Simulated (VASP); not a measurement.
# Sb (R-3m) in VASP: further runs, part 2 of 2

VASP 6.6.1.

### 3 Single point, r2SCAN

POSCAR reads:

```
Sb
1.0
    2.1706020527      1.2531976795      3.8710910875
   -2.1706020527      1.2531976795      3.8710910875
    0.0000000000     -2.5063953589      3.8710910875
Sb
2
Direct
    0.2313018333      0.2313018333      0.2313018333
    0.7686981667      0.7686981667      0.7686981667
```

INCAR.step1 reads:

```
  PREC = Accurate
  ENCUT = 520
  ISMEAR = 1
  SIGMA = 1.0
  LREAL = False
  LASPH = True
  NELM = 100
  NBANDS = 12
  GGA = PE
  ALGO = Normal
  EDIFF = 1E-4
  LWAVE = True
  LCHARG = False
```

INCAR.step2 reads:

```
  PREC = Accurate
  ENCUT = 520
  EDIFF = 1E-7
  ISMEAR = 1
  SIGMA = 1.0
  LREAL = False
  LASPH = True
  NELM = 100
  ALGO = Normal
  ISIF = 2
  LWAVE = False
  LCHARG = True
  METAGGA = R2SCAN
  LMIXTAU = True
  LELF = True
  LVHAR = True
  NBANDS = 12
  ISTART = 1
```

KPOINTS reads:

```
regular mesh
0
Gamma
  9 9 9
```

Potentials or basis: VASP PAW PBE potentials, release 64 (Sb).

Launch:

```bash
cat potpaw_PBE.64/Sb/POTCAR > POTCAR
cp INCAR.step1 INCAR
mpirun -np 1 vasp_std > vasp.out
cp INCAR.step2 INCAR
mpirun -np 1 vasp_std > vasp.out
```

OUTCAR:

```text
PREC = Accurate
   ENCUT = 520
   EDIFF = 1E-7
   ISMEAR = 1
   LREAL = False
   LASPH = True
   NELM = 100
   ISIF = 2
   METAGGA = R2SCAN
   ISTART = 1

 ion  position               nearest neighbor table
   1  0.231  0.231  0.231-   2 2.92   2 2.92   2 2.92   2 3.45   2 3.45   2 3.45
   2  0.769  0.769  0.769-   1 2.92   1 2.92   1 2.92   1 3.45   1 3.45   1 3.45

  LATTYP: Found a trigonal (rhomboedric) cell.
 ALAT       =     4.6116552238
 COS(alpha) =     0.5569255040

  Lattice vectors:

 A1 = (   2.1706020527,   1.2531976795,   3.8710910875)
 A2 = (  -2.1706020527,   1.2531976795,   3.8710910875)
 A3 = (   0.0000000000,  -2.5063953589,   3.8710910875)

Analysis of symmetry for initial positions (statically):
=====================================================================
 Subroutine PRICEL returns:
 Original cell was already a primitive cell.

 Routine SETGRP: Setting up the symmetry group for a
 trigonal (rhombohedral) supercell.

 Subroutine GETGRP returns: Found 12 space group operations
 (whereof 12 operations were pure point group operations)
 out of a pool of 12 trial point group operations.

The static configuration has the point symmetry D_3d.
[... 174 lines left out ...]
      5       4.7932      2.02049
      6       8.6131     -0.02183
      7       9.3491     -0.00124
      8       9.3491     -0.00124
      9      12.2960     -0.00000
     10      12.2960     -0.00000
     11      12.5213     -0.00000
     12      13.8844     -0.00000
[... 331 lines left out ...]
 k-point    24 :       0.4444    0.4444    0.0000
  band No.  band energies     occupation
      1      -4.1523      2.00000
      2      -1.5438      2.00000
      3       1.4851      2.00000
      4       2.9725      2.00000
      5       3.0213      2.00000
      6       8.4611     -0.03307
      7      11.5309     -0.00000
      8      12.4010     -0.00000
      9      13.1159     -0.00000
     10      15.5187     -0.00000
     11      16.7557     -0.00000
     12      17.6511     -0.00000

 [... further k-points ...]

------------------------ aborting loop because EDIFF is reached ----------------------------------------

  FORCE on cell =-STRESS in cart. coord.  units (eV):
  Direction    XX          YY          ZZ          XY          YZ          ZX
  --------------------------------------------------------------------------------------
  -------------------------------------------------------------------------------------
  Total       -0.0722483     -0.0722483      0.0208234      0.0000000      0.0000000      0.0000000
  in kB       -1.8321190     -1.8321190      0.5280532      0.0000000      0.0000000      0.0000000
  external PRESSURE =      -1.0453949 kB  Pullay stress =       0.0000000 kB

 VOLUME and BASIS-vectors are now :
 -----------------------------------------------------------------------------
  energy-cutoff  :      520.00
  volume of cell :       63.18
      direct lattice vectors                 reciprocal lattice vectors
     2.170602053  1.253197679  3.871091087     0.230350837  0.132993118  0.086108367
    -2.170602053  1.253197679  3.871091087    -0.230350837  0.132993118  0.086108367
     0.000000000 -2.506395359  3.871091087     0.000000000 -0.265986236  0.086108367

 POSITION                                       TOTAL-FORCE (eV/Angst)
 -----------------------------------------------------------------------------------
      0.00000      0.00000      2.68617         0.000000      0.000000      0.072741
      0.00000      0.00000      8.92710         0.000000     -0.000000     -0.072741
 -----------------------------------------------------------------------------------
    total drift:                                0.000000     -0.000000      0.000000

  FREE ENERGIE OF THE ION-ELECTRON SYSTEM (eV)
  ---------------------------------------------------
  free  energy   TOTEN  =       -51.3442373663 eV

  energy  without entropy=      -51.4593313971  energy(sigma->0) =      -51.38260204
```

OUTCAR.step1:

```text
PREC = Accurate
   ENCUT = 520
   ISMEAR = 1
   LREAL = False
   LASPH = True
[... 582 lines left out ...]
      0.00000      0.00000      2.68617         0.000000      0.000000      0.246778
      0.00000      0.00000      8.92710         0.000000     -0.000000     -0.246778
 -----------------------------------------------------------------------------------
    total drift:                                0.000000     -0.000000      0.000000

  FREE ENERGIE OF THE ION-ELECTRON SYSTEM (eV)
  ---------------------------------------------------
  free  energy   TOTEN  =        -8.2164730027 eV

  energy  without entropy=       -8.3356096197  energy(sigma->0) =       -8.25618521
```

Run time: 6 min. Hardware: 1 thread of Intel Xeon 8259CL, shared host; peak memory 0.24 GiB.

Results:

- Free energy: -51.3442 eV
- Pressure: -0.1 GPa
- Largest force: 0.073 eV/Å

Forces on the atoms (eV/Å):
```
Sb   0.000  0.000  0.073
Sb   0.000  0.000 -0.073
```

Stress tensor (GPa, compression positive):
```
-0.18  0.00  0.00
 0.00 -0.18  0.00
 0.00  0.00  0.05
```

Caveat: the PAW data sets were made with another functional, which shifts forces and pressure a little; spin-orbit coupling is left out, which moves the levels of the heavy elements.

### 4 Single point, r2SCAN

POSCAR is that of step 3.

INCAR.step1 reads:

```
SYSTEM = Sb
PREC = Accurate ; ENCUT = 520
ISMEAR = 1 ; SIGMA = 0.01
LREAL = .False. ; LASPH = .True.
NELM = 80 ; NBANDS = 12
GGA = PE ; ALGO = Normal
EDIFF = 1E-4 ; LWAVE = .True.
LCHARG = .False.
```

INCAR.step2 reads:

```
SYSTEM = Sb
PREC = Accurate ; ENCUT = 520
EDIFF = 1E-6 ; ISMEAR = 1
SIGMA = 0.01 ; LREAL = .False.
LASPH = .True. ; NELM = 80
ALGO = Normal ; ISIF = 2
LWAVE = .False. ; LCHARG = .False.
METAGGA = R2SCAN ; LMIXTAU = .True.
NBANDS = 12 ; ISTART = 1
```

KPOINTS reads:

```
regular mesh
0
Gamma
  9 9 9
  0 0 0
```

Launch:

```bash
cat potpaw_PBE.64/Sb/POTCAR > POTCAR
cp INCAR.step1 INCAR
mpirun -np 1 vasp_std > vasp.out
cp INCAR.step2 INCAR
mpirun -np 1 vasp_std > vasp.out
```

It took 5.5 min on 1 thread of Intel Xeon 8259CL, shared host; peak memory 0.24 GiB.

Results (log left out):

```
Free energy   : -51.3983 eV
Pressure      : 0.1 GPa
Largest force : 0.048 eV/Å
```

Forces in eV/Å, atoms in the order of the input:
```
Sb   0.000  0.000  0.048
Sb   0.000  0.000 -0.048
```

Stress tensor (GPa, compression positive):
```
0.19 0.00 0.00
0.00 0.19 0.00
0.00 0.00 0.04
```

Levels at points of the mesh, in eV from the Fermi level:
| k point | band 2 | band 3 | band 4 | band 5 | band 6 | band 7 | band 8 | band 9 |
| --- | --- | --- | --- | --- | --- | --- | --- | --- |
| (0.00, 0.00, 0.00) | -5.02 | -2.20 | -1.88 | -1.88 | 1.94 | 2.67 | 2.67 | 5.62 |

Caveat: the PAW data sets were made with another functional, which shifts forces and pressure a little; spin-orbit coupling is left out, which moves the levels of the heavy elements.

### 5 Single point, r2SCAN

POSCAR is that of step 4.

INCAR.step1 reads:

```
SYSTEM = Sb
PREC = Accurate
ENCUT = 520
ISMEAR = 1
SIGMA = 0.1
LREAL = .FALSE.
LASPH = .TRUE.
NELM = 60
NBANDS = 12
GGA = PE
ALGO = Normal
EDIFF = 1E-4
LWAVE = .TRUE.
LCHARG = .FALSE.
```

INCAR.step2 reads:

```
SYSTEM = Sb
PREC = Accurate
ENCUT = 520
EDIFF = 1E-6
ISMEAR = 1
SIGMA = 0.1
LREAL = .FALSE.
LASPH = .TRUE.
NELM = 60
ALGO = Normal
ISIF = 2
LWAVE = .FALSE.
LCHARG = .FALSE.
METAGGA = R2SCAN
LMIXTAU = .TRUE.
NBANDS = 12
ISTART = 1
```

KPOINTS reads:

```
Automatic mesh
0
G
  9 9 9
  0 0 0
```

Launch:

```bash
cat potpaw_PBE.64/Sb/POTCAR > POTCAR
cp INCAR.step1 INCAR
mpirun -np 1 vasp_std > vasp.out
cp INCAR.step2 INCAR
mpirun -np 1 vasp_std > vasp.out
```

Wall time 5.5 min (1 thread of Intel Xeon 8259CL, shared host); peak memory 0.24 GiB.

The run converged. Its results:

| Property | Result |
| --- | --- |
| Free energy | -51.3982 eV |
| Pressure | 0.1 GPa |
| Largest force | 0.048 eV/Å |

Forces in eV/Å, atoms in the order of the input:
```
Sb   0.000  0.000  0.048
Sb   0.000  0.000 -0.048
```

Stress tensor (GPa, compression positive):
```
0.18 0.00 0.00
0.00 0.18 0.00
0.00 0.00 0.04
```

Levels at points of the mesh, in eV from the Fermi level:
| k point | band 3 | band 4 | band 5 | band 6 | band 7 | band 8 |
| --- | --- | --- | --- | --- | --- | --- |
| (0.00, 0.00, 0.00) | -2.25 | -1.93 | -1.93 | 1.88 | 2.62 | 2.62 |

Caveat: the PAW data sets were made with another functional, which shifts forces and pressure a little; spin-orbit coupling is left out, which moves the levels of the heavy elements.

### 6 Overview

| smearing | pressure (GPa) | largest force (eV/Å) |
| --- | --- | --- |
| methfessel-paxton 0.6 eV | 0.1 | 0.04 |
| methfessel-paxton 1 eV | -0.1 | 0.07 |
| methfessel-paxton 0.01 eV | 0.1 | 0.05 |
| methfessel-paxton 0.1 eV | 0.1 | 0.05 |

Alike in all rows: task single point; level r2SCAN; potentials or basis VASP PAW PBE potentials, release 64 (Sb); no spin polarisation; cell as given; k mesh 9 × 9 × 9; cutoff (eV) 520.

Caveats: the PAW data sets were made with another functional, which shifts forces and pressure a little; spin-orbit coupling is left out, which moves the levels of the heavy elements; so wide a smearing shifts energies and pressures (at least some runs).

Absolute energies hang on the potentials; compare differences alone.
